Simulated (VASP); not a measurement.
A run of VASP 6.6.1 is set up as follows.

The input INCAR:

```
PREC = Accurate ; ENCUT = 600
EDIFF = 1E-6 ; ISMEAR = -1
SIGMA = 0.1 ; LREAL = False
LASPH = True ; NELM = 60
ALGO = Normal ; ISIF = 3
LWAVE = False ; LCHARG = False
GGA = PE ; IBRION = 2
NSW = 80 ; EDIFFG = -0.01
PSTRESS = 100.0
```

Contents of KPOINTS:

```
Automatic mesh
0
Gamma
  9 9 5
```

Contents of POSCAR:

```
CuO
1.0
    2.3418500000     -1.7113000000      0.0000000000
    2.3418500000      1.7113000000      0.0000000000
   -0.8500270000      0.0000000000      5.0578690000
Cu O
2 2
Direct
    0.0000000000      0.5000000000      0.0000000000
    0.5000000000      0.0000000000      0.5000000000
    0.5816000000      0.4184000000      0.2500000000
    0.4184000000      0.5816000000      0.7500000000
```

Potentials or basis: VASP PAW PBE potentials, release 64 (Cu, O).

The run is started by

```console
$ cat potpaw_PBE.64/Cu/POTCAR potpaw_PBE.64/O/POTCAR > POTCAR
$ mpirun -np 1 vasp_std > vasp.out
```

Problem. Estimate the relaxed volume.

Solution. 10.22 Å³/atom.

Problem. What does it give for the relaxed cell?

Solution. a = 2.873 Å, b = 2.873 Å, c = 5.115 Å, α = 96.42°, β = 96.42°, γ = 78.05°.

Problem. Predict the space group after relaxing (to 0.1 Å).

Solution. C2/c (No. 15).

Problem. Predict the band gap on the k mesh.

Solution. Zero (bands 17 and 18 overlap by 0.67 eV).

Final structure:
```
CELL_PARAMETERS angstrom
2.23181 -1.80882 0.01584
2.23181 1.80882 0.01584
-0.77228 0.00000 5.05604
ATOMIC_POSITIONS crystal
Cu 0.00000 0.50000 0.00000
Cu 0.50000 0.00000 0.50000
O 0.55541 0.44459 0.25000
O 0.44459 0.55541 0.75000
```

Caveat: the cell is relaxed towards a set pressure, so the run minimises the enthalpy, not the energy; semilocal functionals often make such compounds metallic where correlation or magnetic order opens a gap, which also shifts bond lengths. Zero-point motion and thermal expansion aren't in these numbers.
